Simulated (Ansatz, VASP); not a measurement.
**Two plane-wave programs on V2O3**

```
V O
1.0
     2.47600    1.42952    4.66733
    -2.47600    1.42952    4.66733
     0.00000   -2.85904    4.66733
V O
4 6
Direct
  0.84630 0.84630 0.84630
  0.65370 0.65370 0.65370
  0.15370 0.15370 0.15370
  0.34630 0.34630 0.34630
  0.06500 0.43500 0.75000
  0.75000 0.06500 0.43500
  0.43500 0.75000 0.06500
  0.93500 0.56500 0.25000
  0.25000 0.93500 0.56500
  0.56500 0.25000 0.93500
```

Alike in both runs: task single point; functional PBE; k mesh 4 × 4 × 4; occupations methfessel-paxton of order 1, width 0.3 eV; collinear spin; Hubbard terms V d U = 6.5 eV.

```csv
,VASP,Ansatz
version,VASP 6.6.1,Ansatz 0.2.0
potentials or method,"VASP PAW PBE potentials, release 64 (V_sv, O), cutoff 600 eV","PAW, plane waves, scalar-relativistic"
valence electrons in the cell,88,88
```

Ansatz gave:

- rms of the force components (eV/Å): 0.485
- net moment per atom (μB): 0.00
- size of the moment on the site where the two differ most (μB): 1.53

Task: Which values does VASP return?

Result: rms of the force components (eV/Å): 0.434; net moment per atom (μB): 0.00; size of the moment on the site where the two differ most (μB): 1.90.

Site moments also hang on the region over which each program counts them. The programs project onto different local orbitals, so the same U acts differently, and such runs can settle in different states. Atom by atom the forces differ by 0.052 eV/Å (rms over components). Ansatz's warnings: stability check not made.
